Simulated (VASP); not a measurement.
Input of a VASP 6.6.1 run:

Contents of INCAR:

```
SYSTEM = Ni
PREC = Accurate
ENCUT = 520
EDIFF = 1E-6
ISMEAR = -1
SIGMA = 0.05
LREAL = .FALSE.
LASPH = .TRUE.
NELM = 150
ALGO = Normal
ISIF = 2
LWAVE = .FALSE.
LCHARG = .TRUE.
ISPIN = 2
MAGMOM = 1
LORBIT = 11
LMAXMIX = 4
GGA = PS
LELF = .TRUE.
LVHAR = .TRUE.
NBANDS = 15
```

KPOINTS

```
regular mesh
0
G
  20 20 20
  0 0 0
```

Contents of POSCAR:

```
Ni
1.0
   -1.3296523955      1.3296523955      1.3296523955
    1.3296523955     -1.3296523955      1.3296523955
    1.3296523955      1.3296523955     -1.3296523955
Ni
1
Direct
    0.0000000000      0.0000000000      0.0000000000
```

Potentials or basis: VASP PAW PBE potentials, release 64 (Ni).

The run is started by

```console
$ cat potpaw_PBE.64/Ni/POTCAR > POTCAR
$ mpirun -np 1 vasp_std > vasp.out
```

(1) Estimate the pressure.

(2) Estimate the net moment.

Results:

(1) 28.7 GPa.

(2) 0.00 μB per cell.

Caveat: the PAW data sets were made with another functional, which shifts forces and pressure a little.
